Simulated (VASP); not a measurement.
Here is a VASP 6.6.1 calculation.

Contents of INCAR:

```
ALGO = Normal ; EDIFF = 1E-6
ENCUT = 500 ; GGA_COMPAT = False
ISIF = 2 ; ISMEAR = 0
LASPH = True ; LCHARG = False
LREAL = False ; LWAVE = False
NBANDS = 15 ; NELM = 120
PREC = Accurate ; SIGMA = 0.01
```

Contents of KPOINTS:

```
Automatic mesh
0
Gamma
  4 4 4
  0.5 0.5 0.5
```

File POSCAR:

```
CsI
1.0
    4.5667000000      0.0000000000      0.0000000000
    0.0000000000      4.5667000000      0.0000000000
    0.0000000000      0.0000000000      4.5667000000
Cs I
1 1
Direct
    0.0000000000      0.0000000000      0.0000000000
    0.5000000000      0.5000000000      0.5000000000
```

Potentials or basis: VASP PAW LDA potentials, release 64 (Cs_sv, I).

Run with:

```bash
$ cat potpaw_LDA.64/Cs_sv/POTCAR potpaw_LDA.64/I/POTCAR > POTCAR
$ mpirun -np 1 vasp_std > vasp.out
```

(1) What does it give for the band gap on the k mesh?

(2) Estimate the pressure.

Results:

(1) 4.75 eV, indirect (least direct gap 4.77 eV).

(2) -1.4 GPa.

Caveat: spin-orbit coupling is left out, which moves the levels of the heavy elements.
